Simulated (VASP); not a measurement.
A run of VASP 6.6.1 is set up as follows.

Contents of INCAR:

```
SYSTEM = HfO2
PREC     = Accurate       ! precision mode
ENCUT    = 520            ! plane-wave cutoff, eV
EDIFF    = 1E-7           ! SCF threshold, eV
ISMEAR   = -1             ! smearing method
SIGMA    = 0.05           ! smearing width, eV
LREAL    = .FALSE.        ! projectors in reciprocal space
LASPH    = .TRUE.         ! aspherical terms in the spheres
NELM     = 60             ! most SCF steps
ALGO     = Normal         ! electronic algorithm
ISIF     = 2              ! what is computed and relaxed
LWAVE    = .FALSE.        ! write WAVECAR
LCHARG   = .FALSE.        ! write CHGCAR
GGA      = RP             ! functional
NBANDS   = 56             ! bands
```

KPOINTS

```
regular mesh
0
G
  5 5 5
  0 0 0
```

File POSCAR:

```
HfO2
1.0
    5.2183784252      0.0000000000      0.0000000000
    0.0000000000      5.2874062132      0.0000000000
   -0.8755038659      0.0000000000      5.3161257910
Hf O
4 8
Direct
    0.2755000000      0.4603000000      0.7080000000
    0.7245000000      0.9603000000      0.7920000000
    0.7245000000      0.5397000000      0.2920000000
    0.2755000000      0.0397000000      0.2080000000
    0.0742000000      0.1684000000      0.8467000000
    0.9258000000      0.6684000000      0.6533000000
    0.9258000000      0.8316000000      0.1533000000
    0.0742000000      0.3316000000      0.3467000000
    0.4487000000      0.7419000000      0.9801000000
    0.5513000000      0.2419000000      0.5199000000
    0.5513000000      0.2581000000      0.0199000000
    0.4487000000      0.7581000000      0.4801000000
```

Potentials or basis: VASP PAW PBE potentials, release 64 (Hf_pv, O).

Launch:

```console
$ cat potpaw_PBE.64/Hf_pv/POTCAR potpaw_PBE.64/O/POTCAR > POTCAR
$ mpirun -np 1 vasp_std > vasp.out
```

Problem. What does it give for the largest force?

Solution. 0.340 eV/Å.

Problem. What does it give for the pressure?

Solution. -5.9 GPa.

Problem. What does it give for the band gap on the k mesh?

Solution. 4.04 eV, indirect (least direct gap 4.12 eV).

Forces in eV/Å, atoms in the order of the input:
```
Hf  -0.135 -0.148 -0.121
Hf   0.135 -0.148  0.121
Hf   0.135  0.148  0.121
Hf  -0.135  0.148 -0.121
O   -0.311 -0.138  0.015
O    0.311 -0.138 -0.015
O    0.311  0.138 -0.015
O   -0.311  0.138  0.015
O    0.041  0.012 -0.138
O   -0.041  0.012  0.138
O   -0.041 -0.012  0.138
O    0.041 -0.012 -0.138
```

Caveat: the PAW data sets were made with another functional, which shifts forces and pressure a little; spin-orbit coupling is left out, which moves the levels of the heavy elements. As with any semilocal functional, this RPBE gap is likely too small.
